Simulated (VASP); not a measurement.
# SiNi3 (Pm-3m) in VASP: further runs

Runs on SiNi3. Level: PBE. Tasks: single point, relaxation of cell and atoms.

All numbers are computed with VASP 6.6.1; they aren't measurements. Logs are shortened: lines on timing, memory, paths and dates and some standing lists are left out, and cuts for length are marked.

### 1 The cell of the first run

Symmetry: Pm-3m, No. 221, cubic system. Conventional cell: a = 3.505 Å, b = 3.505 Å, c = 3.505 Å, α = 90.00°, β = 90.00°, γ = 90.00°. Within 3.3 Å of Si (site symmetry m-3m) lie 12 Ni at 2.48 Å. Ni (site symmetry 4/mmm) has 4 Si at 2.48 Å and 8 Ni at 2.48 Å within 3.3 Å.

### 2 Single point, PBE

INCAR

```
SYSTEM = SiNi3
PREC     = Accurate       ! precision mode
ENCUT    = 520            ! plane-wave cutoff, eV
EDIFF    = 1E-7           ! SCF threshold, eV
ISMEAR   = 0              ! smearing method
SIGMA    = 0.1            ! smearing width, eV
LREAL    = .False.        ! projectors in reciprocal space
LASPH    = .True.         ! aspherical terms in the spheres
NELM     = 80             ! most SCF steps
ALGO     = Normal         ! electronic algorithm
ISIF     = 2              ! what is computed and relaxed
LWAVE    = .False.        ! write WAVECAR
LCHARG   = .False.        ! write CHGCAR
GGA      = PE             ! functional
NBANDS   = 25             ! bands
```

KPOINTS

```
Automatic mesh
0
Gamma
  6 6 6
  0 0 0
```

POSCAR

```
SiNi3
1.0
    3.5048936960      0.0000000000      0.0000000000
    0.0000000000      3.5048936960      0.0000000000
    0.0000000000      0.0000000000      3.5048936960
Si Ni
1 3
Direct
    0.0000000000      0.0000000000      0.0000000000
    0.0000000000      0.5000000000      0.5000000000
    0.5000000000      0.0000000000      0.5000000000
    0.5000000000      0.5000000000      0.0000000000
```

Potentials or basis: VASP PAW PBE potentials, release 64 (Si, Ni).

Launch:

```sh
> cat potpaw_PBE.64/Si/POTCAR potpaw_PBE.64/Ni/POTCAR > POTCAR
> mpirun -np 1 vasp_std > vasp.out
```

OUTCAR:

```text
SYSTEM = SiNi3
   PREC = Accurate
   ENCUT = 520
   EDIFF = 1E-7
   ISMEAR = 0
   LREAL = .False.
   LASPH = .True.
   NELM = 80
   ISIF = 2
   GGA = PE

 ion  position               nearest neighbor table
   1  0.000  0.000  0.000-   2 2.48   3 2.48   4 2.48   2 2.48   3 2.48   2 2.48   4 2.48   2 2.48
                             3 2.48   4 2.48   3 2.48   4 2.48
   2  0.000  0.500  0.500-   1 2.48   3 2.48   4 2.48   1 2.48   4 2.48   1 2.48   3 2.48   1 2.48
                             3 2.48   4 2.48   4 2.48   3 2.48
   3  0.500  0.000  0.500-   1 2.48   2 2.48   4 2.48   1 2.48   4 2.48   2 2.48   4 2.48   4 2.48
                             1 2.48   2 2.48   1 2.48   2 2.48
   4  0.500  0.500  0.000-   1 2.48   2 2.48   3 2.48   2 2.48   3 2.48   1 2.48   3 2.48   3 2.48
                             1 2.48   2 2.48   2 2.48   1 2.48

  LATTYP: Found a simple cubic cell.
 ALAT       =     3.5048936960

  Lattice vectors:

 A1 = (   3.5048936960,   0.0000000000,   0.0000000000)
 A2 = (   0.0000000000,   3.5048936960,   0.0000000000)
 A3 = (   0.0000000000,   0.0000000000,   3.5048936960)

Analysis of symmetry for initial positions (statically):
=====================================================================
 Subroutine PRICEL returns:
 Original cell was already a primitive cell.

 Routine SETGRP: Setting up the symmetry group for a
 simple cubic supercell.

 Subroutine GETGRP returns: Found 48 space group operations
 (whereof 48 operations were pure point group operations)
 out of a pool of 48 trial point group operations.

The static configuration has the point symmetry O_h .

Analysis of symmetry for dynamics (positions and initial velocities):
=====================================================================
 Subroutine PRICEL returns:
 Original cell was already a primitive cell.

 Routine SETGRP: Setting up the symmetry group for a
 simple cubic supercell.

 Subroutine GETGRP returns: Found 48 space group operations
 (whereof 48 operations were pure point group operations)
 out of a pool of 48 trial point group operations.

The dynamic configuration has the point symmetry O_h .

 Subroutine INISYM returns: Found 48 space group operations
 (whereof 48 operations are pure point group operations),
 and found     1 'primitive' translations

----------------------------------------------------------------------------------------

                                     Primitive cell

  volume of cell :      43.0551

  direct lattice vectors                    reciprocal lattice vectors
     3.504893696  0.000000000  0.000000000     0.285315358  0.000000000  0.000000000
     0.000000000  3.504893696  0.000000000     0.000000000  0.285315358  0.000000000
     0.000000000  0.000000000  3.504893696     0.000000000  0.000000000  0.285315358

  length of vectors
     3.504893696  3.504893696  3.504893696     0.285315358  0.285315358  0.285315358

  position of ions in fractional coordinates (direct lattice)
     0.000000000  0.000000000  0.000000000
     0.000000000  0.500000000  0.500000000
     0.500000000  0.000000000  0.500000000
     0.500000000  0.500000000  0.000000000

  ion indices of the primitive-cell ions
   primitive index   ion index
                 1           1
                 2           2
                 3           3
                 4           4

----------------------------------------------------------------------------------------

 KPOINTS: Automatic mesh

Automatic generation of k-mesh.
 Grid dimensions read from file:
 generate k-points for:    6    6    6

 Generating k-lattice:

  Cartesian coordinates                     Fractional coordinates (reciprocal lattice)
     0.047552560  0.000000000  0.000000000     0.166666667  0.000000000  0.000000000
     0.000000000  0.047552560  0.000000000     0.000000000  0.166666667  0.000000000
     0.000000000  0.000000000  0.047552560     0.000000000  0.000000000  0.166666667

  Length of vectors
     0.047552560  0.047552560  0.047552560

  Shift w.r.t. Gamma in fractional coordinates (k-lattice)
     0.000000000  0.000000000  0.000000000

 Subroutine IBZKPT returns following result:
 ===========================================

 Found     20 irreducible k-points:

 Following reciprocal coordinates:
            Coordinates               Weight
  0.000000  0.000000  0.000000      1.000000
  0.166667  0.000000  0.000000      6.000000
  0.333333  0.000000  0.000000      6.000000
  0.500000  0.000000  0.000000      3.000000
  0.166667  0.166667  0.000000     12.000000
  0.333333  0.166667  0.000000     24.000000
[... 12 lines left out ...]
  0.500000  0.500000  0.333333      6.000000
  0.500000  0.500000  0.500000      1.000000
   k-points           NKPTS =     20   k-points in BZ     NKDIM =     20   number of bands    NBANDS=     25
   number of dos      NEDOS =    301   number of ions     NIONS =      4
   total plane-waves  NPLWV =  21952
   dimension x,y,z NGX =    28 NGY =   28 NGZ =   28
   dimension x,y,z NGXF=    56 NGYF=   56 NGZF=   56
   ions per type =               1   3
   NGX,Y,Z   is equivalent  to a cutoff of  13.28, 13.28, 13.28 a.u.
   NGXF,Y,Z  is equivalent  to a cutoff of  26.56, 26.56, 26.56 a.u.
 SYSTEM =  SiNi3
   PREC   = accura    normal or accurate (medium, high low for compatibility)
   ISTART =      0    job   : 0-new  1-cont  2-samecut
   ICHARG =      2    charge: 1-file 2-atom 10-const
   ISPIN  =      1    spin polarized calculation?
   LNONCOLLINEAR =      F non collinear calculations
   LSORBIT =      F    spin-orbit coupling
   LASPH  =      T    aspherical Exc in radial PAW
   ENCUT  =  520.0 eV  38.22 Ry    6.18 a.u.   6.52  6.52  6.52*2*pi/ulx,y,z
   NELM   =     80;   NELMIN=  2; NELMDL= -5     # of ELM steps
   EDIFF  = 0.1E-06   stopping-criterion for ELM
   LREAL  =      F    real-space projection
   EDIFFG = 0.1E-05   stopping-criterion for IOM
   NSW    =      0    number of steps for IOM
   IBRION =     -1    ionic relax: 0-MD 1-quasi-New 2-CG
   NFREE  =      0    steps in history (QN), initial steepest desc. (CG)
   ISIF   =      2    stress and relaxation
   ISYM   =      2    0-nonsym 1-usesym 2-fastsym
   POTIM  = 0.5000    time-step for ionic-motion
   TEBEG  =    0.0;   TEEND  =   0.0 temperature during run
   PSTRESS=    0.0 pullay stress
   NELECT =      34.0000    total number of electrons
   NUPDOWN=      -1.0000    fix difference up-down
   EMIN   =  10.00;   EMAX   =-10.00  energy-range for DOS
   EFERMI =   0.00;   METHOD = LEGACY
   ISMEAR =     0;   SIGMA  =   0.10  broadening in eV -4-tet -1-fermi 0-gaus
   EFERMI_NEDOS =   21; number of points for ismear=-14 and -15
   IALGO  =     38    algorithm
   IMIX   =      4    mixing-type and parameters
     AMIX     =   0.40;   BMIX     =  1.00
     AMIX_MAG =   1.60;   BMIX_MAG =  1.00
  volume/ion in A,a.u.               =      10.76        72.64
  Fermi-wavevector in a.u.,A,eV,Ry     =   1.513188  2.859511 31.153785  2.289739
  Thomas-Fermi vector in A             =   2.623013
   LORBIT       =      0    0 simple, 1 ext, 2 COOP (PROOUT), +10 PAW based schemes
   GGA     = PE    functional components
   LHFCALC =     F    Hartree Fock is set to
   AEXX    =    0.0000 exact exchange contribution
   IVDW    =     0    specifies the selected vdW correction
   LEPSILON=     F    determine dielectric tensor
   LRPA    =     F    only Hartree local field effects (RPA)
 non-spin polarized calculation
 Gauss-broadening in eV      SIGMA  =   0.10
  energy-cutoff  :      520.00
  volume of cell :       43.06
 maximum number of plane-waves:      1189
 NGX is ok and might be reduce to    28
   NGX = 13   NGY = 13   NGZ = 13

 number of electron      33.9999978 magnetization

 Free energy of the ion-electron system (eV)
  ---------------------------------------------------
  ext. energy  EPLUGINS =         0.00000000
  ---------------------------------------------------
  free energy    TOTEN  =       -23.68433207 eV

  energy without entropy =      -23.67567705  energy(sigma->0) =      -23.68000456

 E-fermi :  10.6823     XC(G=0): -13.1035

 val. band max:       10.6525186414   @ k =   0.5000   0.5000   0.3333
 cond. band min:      10.7027464663   @ k =   0.0000   0.0000   0.0000
 fundamental gap:      0.0502278250
 Fermi energy:        10.6822688604

 k-point     1 :       0.0000    0.0000    0.0000
  band No.  band energies     occupation
      1      -1.2632      2.00000
      2       5.7954      2.00000
      3       6.6165      2.00000
      4       6.6165      2.00000
      5       7.1358      2.00000
      6       7.1358      2.00000
[... 17 lines left out ...]
     24      21.2469      0.00000
     25      21.2469      0.00000

 k-point     2 :       0.1667    0.0000    0.0000
  band No.  band energies     occupation
      1      -0.9409      2.00000
      2       5.7034      2.00000
      3       6.2711      2.00000
      4       6.8412      2.00000
      5       7.1032      2.00000
      6       7.1032      2.00000
[... 17 lines left out ...]
     24      20.1035      0.00000
     25      20.6461      0.00000

 k-point     3 :       0.3333    0.0000    0.0000
  band No.  band energies     occupation
      1      -0.0446      2.00000
      2       4.1679      2.00000
      3       6.5408      2.00000
      4       6.9894      2.00000
      5       6.9894      2.00000
      6       7.3985      2.00000
[... 17 lines left out ...]
     24      18.6634      0.00000
     25      22.0013      0.00000

 k-point     4 :       0.5000    0.0000    0.0000
  band No.  band energies     occupation
      1       0.7852      2.00000
      2       2.9507      2.00000
      3       6.7992      2.00000
      4       6.9139      2.00000
      5       6.9139      2.00000
      6       7.6045      2.00000
[... 17 lines left out ...]
     24      18.3086      0.00000
     25      21.4217      0.00000

 k-point     5 :       0.1667    0.1667    0.0000
  band No.  band energies     occupation
      1      -0.6256      2.00000
      2       5.8008      2.00000
      3       6.0715      2.00000
      4       6.6512      2.00000
      5       7.0143      2.00000
      6       7.1535      2.00000
[... 17 lines left out ...]
     24      20.1091      0.00000
     25      21.3820      0.00000

 k-point     6 :       0.3333    0.1667    0.0000
  band No.  band energies     occupation
      1       0.2472      2.00000
      2       4.4017      2.00000
      3       6.2809      2.00000
      4       6.8236      2.00000
      5       6.9100      2.00000
      6       7.4672      2.00000
[... 17 lines left out ...]
     24      19.8533      0.00000
     25      21.6336      0.00000
[... 281 lines left out ...]
 k-point    17 :       0.3333    0.3333    0.3333
  band No.  band energies     occupation
      1       1.8522      2.00000
      2       4.9823      2.00000
      3       6.0193      2.00000
      4       6.0193      2.00000
      5       7.4700      2.00000
      6       7.4967      2.00000
[... 17 lines left out ...]
     24      22.6118      0.00000
     25      22.6118      0.00000

 k-point    18 :       0.5000    0.3333    0.3333
  band No.  band energies     occupation
      1       2.2476      2.00000
      2       5.0053      2.00000
      3       5.5472      2.00000
      4       6.8231      2.00000
      5       6.9401      2.00000
      6       7.4188      2.00000
[... 17 lines left out ...]
     24      22.9937      0.00000
     25      23.5037      0.00000

 k-point    19 :       0.5000    0.5000    0.3333
  band No.  band energies     occupation
      1       2.4588      2.00000
      2       5.6273      2.00000
      3       5.6273      2.00000
      4       6.5279      2.00000
      5       6.8541      2.00000
      6       7.4483      2.00000
[... 17 lines left out ...]
     24      23.5866      0.00000
     25      26.6792      0.00000

 k-point    20 :       0.5000    0.5000    0.5000
  band No.  band energies     occupation
      1       2.5249      2.00000
      2       6.4150      2.00000
      3       6.4150      2.00000
      4       6.4150      2.00000
      5       6.9443      2.00000
      6       6.9443      2.00000
[... 17 lines left out ...]
     24      27.2519      0.00000
     25      27.2526      0.00000

------------------------ aborting loop because EDIFF is reached ----------------------------------------

  FORCE on cell =-STRESS in cart. coord.  units (eV):
  Direction    XX          YY          ZZ          XY          YZ          ZX
  --------------------------------------------------------------------------------------
  -------------------------------------------------------------------------------------
  Total        0.0832864      0.0832864      0.0832864      0.0000000      0.0000000     -0.0000000
  in kB        3.0992760      3.0992760      3.0992760      0.0000000      0.0000000     -0.0000000
  external PRESSURE =       3.0992760 kB  Pullay stress =       0.0000000 kB

 VOLUME and BASIS-vectors are now :
 -----------------------------------------------------------------------------
  energy-cutoff  :      520.00
  volume of cell :       43.06
      direct lattice vectors                 reciprocal lattice vectors
     3.504893696  0.000000000  0.000000000     0.285315358  0.000000000  0.000000000
     0.000000000  3.504893696  0.000000000     0.000000000  0.285315358  0.000000000
     0.000000000  0.000000000  3.504893696     0.000000000  0.000000000  0.285315358

 POSITION                                       TOTAL-FORCE (eV/Angst)
 -----------------------------------------------------------------------------------
      0.00000      0.00000      0.00000         0.000000      0.000000      0.000000
      0.00000      1.75245      1.75245         0.000000      0.000000      0.000000
      1.75245      0.00000      1.75245         0.000000      0.000000      0.000000
      1.75245      1.75245      0.00000         0.000000      0.000000      0.000000
 -----------------------------------------------------------------------------------
    total drift:                                0.000000      0.000000      0.000000

  FREE ENERGIE OF THE ION-ELECTRON SYSTEM (eV)
  ---------------------------------------------------
  free  energy   TOTEN  =       -23.6843320681 eV

  energy  without entropy=      -23.6756770469  energy(sigma->0) =      -23.68000456
```

Wall time 13 s (1 thread of Intel Xeon 6975P-C (Granite Rapids), shared host); peak memory 0.15 GiB.

Results:

| Item | Value |
| --- | --- |
| Free energy | -23.6843 eV |
| Pressure | 0.3 GPa |
| Band gap on the k mesh | zero (bands 17 and 18 overlap by 0.24 eV) |

Spin polarisation is off, so any magnetic state and its effect on volume and gap are missing.

### 3 Relaxation of cell and atoms, PBE

This run uses another cell than the first one, of 11.20 Å³/atom.

INCAR

```
PREC = Accurate
ENCUT = 600
EDIFF = 1E-6
ISMEAR = 0
SIGMA = 0.1
LREAL = F
LASPH = T
NELM = 100
ALGO = Fast
ISIF = 3
LWAVE = F
LCHARG = F
GGA = PE
IBRION = 2
NSW = 90
EDIFFG = -0.04
```

KPOINTS

```
Automatic mesh
0
Gamma
  6 6 6
```

POSCAR

```
SiNi3
1.0
    3.5511000000      0.0000000000      0.0000000000
    0.0000000000      3.5511000000      0.0000000000
    0.0000000000      0.0000000000      3.5511000000
Si Ni
1 3
Direct
    0.0000000000      0.0000000000      0.0000000000
    0.0000000000      0.5000000000      0.5000000000
    0.5000000000      0.0000000000      0.5000000000
    0.5000000000      0.5000000000      0.0000000000
```

Potentials or basis: VASP PAW PBE potentials, release 64 (Si, Ni).

Launch:

```sh
> cat potpaw_PBE.64/Si/POTCAR potpaw_PBE.64/Ni/POTCAR > POTCAR
> mpirun -np 1 vasp_std > vasp.out
```

Wall time 32 s (1 thread of Intel Xeon 6975P-C (Granite Rapids), shared host); peak memory 0.16 GiB.

It converged, with:

```
Free energy                           : -23.6843 eV
Relaxed volume                        : 10.79 Å³/atom
Relaxed cell                          : a = 3.508 Å, b = 3.508 Å, c = 3.508 Å, α = 90.00°, β = 90.00°, γ = 90.00°
Space group after relaxing (to 0.1 Å) : Pm-3m (No. 221)
Energy gained by relaxing             : 10.0 meV/atom
Ionic steps                           : 3
Pressure after relaxing               : -0.3 GPa
Band gap on the k mesh                : zero (bands 17 and 18 overlap by 0.24 eV)
```

Step by step:
```tsv
step	energy change (eV)	largest force (eV/Å)	pressure (GPa)	volume (Å³)
1	0.0000	0.0000	-7.36	44.78
2	0.0004	0.0000	7.53	41.53
3	-0.0401	0.0000	-0.30	43.16
```

Final structure:
```
Si Ni
1.0
     3.50782    0.00000    0.00000
     0.00000    3.50782    0.00000
     0.00000    0.00000    3.50782
Si Ni
1 3
Direct
  0.00000 0.00000 0.00000
  0.00000 0.50000 0.50000
  0.50000 0.00000 0.50000
  0.50000 0.50000 0.00000
```

Levels at points of the mesh, in eV from the Fermi level:
```
           k point  band 14  band 15  band 16  band 17  band 18  band 19  band 20  band 21
(0.00, 0.00, 0.00)    -0.63    -0.63    -0.31     0.02     0.02     0.02     4.80     6.31
(0.50, 0.00, 0.00)    -1.30    -1.15    -0.57     0.02     3.58     3.58     5.18     5.25
(0.50, 0.50, 0.00)    -1.43    -1.12    -1.02    -0.95     0.64     0.64     5.57     6.32
(0.50, 0.50, 0.50)    -1.25    -1.25    -0.40    -0.22    -0.22    -0.22     1.19     4.00
```

Spin polarisation is off, so any magnetic state and its effect on volume and gap are missing.

(Continued in part 2 of 2.)
